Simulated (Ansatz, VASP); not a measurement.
# Si in VASP and in Ansatz

```
Si
1.0
    -1.46350    1.46350    1.46350
     1.46350   -1.46350    1.46350
     1.46350    1.46350   -1.46350
Si
1
Direct
  0.00000 0.00000 0.00000
```

Alike in both runs: task single point; functional PBEsol; k mesh 16 × 16 × 16; occupations fermi-dirac, width 0.1 eV; no spin polarisation.

```csv
,VASP,Ansatz
version,VASP 6.6.1,Ansatz 0.2.0
potentials or method,"VASP PAW PBE potentials, release 64 (Si), cutoff 520 eV","plane waves (420 eV) with PAW, scalar-relativistic"
valence electrons in the cell,4,4
```

```tsv
	VASP	Ansatz	Ansatz less VASP
pressure (GPa)	17.6	17.4	-0.22
```

VASP's potentials were made for PBE, not for PBEsol, and Ansatz warns of the same on its side.
